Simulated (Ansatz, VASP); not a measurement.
One calculation of BiTe3, two programs

Contents of INCAR:

```
ALGO     = Normal         # electronic algorithm
EDIFF    = 1E-6           # SCF threshold, eV
EDIFFG   = -0.01          # ionic threshold
ENCUT    = 600            # plane-wave cutoff, eV
GGA      = PE             # functional
IBRION   = 2              # ionic algorithm
ISIF     = 3              # what is computed and relaxed
ISMEAR   = 0              # smearing method
LASPH    = T              # aspherical terms in the spheres
LCHARG   = F              # write CHGCAR
LREAL    = F              # projectors in reciprocal space
LWAVE    = F              # write WAVECAR
NELM     = 100            # most SCF steps
NSW      = 100            # ionic steps
PREC     = Accurate       # precision mode
SIGMA    = 0.1            # smearing width, eV
```

The input KPOINTS:

```
k-points
0
Gamma
  8 8 8
```

POSCAR

```
BiTe3
1.0
    6.0324550157      0.0000000000      0.0000000000
    0.0000000000      6.0324550157      0.0000000000
    0.0000000000      0.0000000000      6.0324550157
Bi Te
1 3
Direct
    0.5000000000      0.5000000000      0.5000000000
    0.0000000000      0.5000000000      0.5000000000
    0.5000000000      0.0000000000      0.5000000000
    0.5000000000      0.5000000000      0.0000000000
```

Input for Ansatz:

```yaml
crystal:
  lattice:
    - [6.0324550157, 0.0, 0.0]
    - [0.0, 6.0324550157, 0.0]
    - [0.0, 0.0, 6.0324550157]
  atoms:
    - { symbol: Bi, position: [0.5, 0.5, 0.5] }
    - { symbol: Te, position: [0.0, 0.5, 0.5] }
    - { symbol: Te, position: [0.5, 0.0, 0.5] }
    - { symbol: Te, position: [0.5, 0.5, 0.0] }
basis:
  ecutwfc: 420
kpoints:
  mp_grid: { grid: [8, 8, 8] }
hamiltonian:
  xc: pbe
scf:
  occupations: { method: gaussian, width: 0.1 }
output:
  forces: true
  stress: true
  eigenvalues: true
  write_density: true
  write_potential: true
  elf: true
  volumetric_format: npy
relax:
  adjacent_minimum: "off"
  f_tol: 0.01
  max_steps: 80
  cell: { stress_tol: 0.05 }
```

Alike in both runs: task relaxation of cell and atoms; functional PBE; k mesh 8 × 8 × 8; occupations gaussian, width 0.1 eV; no spin polarisation.

|  | VASP | Ansatz |
| --- | --- | --- |
| version | VASP 6.6.1 | Ansatz 0.2.0 |
| potentials or method | VASP PAW PBE potentials, release 64 (Bi_d, Te), cutoff 600 eV | scalar-relativistic, plane waves, PAW |
| valence electrons in the cell | 33 | 63 |

Ansatz gave:

| Quantity | Value |
| --- | --- |
| gap on the k mesh at the Fermi level, each at its own relaxed structure (eV) | none |
| relaxed volume (Å³/atom) | 54.88 |
| relaxed cell length with the largest relative difference (Å) | 6.032 |

Q: Which values does VASP return?

A: gap on the k mesh at the Fermi level, each at its own relaxed structure (eV): none; relaxed volume (Å³/atom): 54.78; relaxed cell length with the largest relative difference (Å): 6.029.

A gap of «none» marks a metal or a gap that the smearing closes. VASP's potentials hold 33 valence electrons a cell and Ansatz's 63, so a difference there can come from the potentials and not from the codes. Ansatz's warnings: xc potential rough in thin density.

Spin-orbit coupling is off throughout.
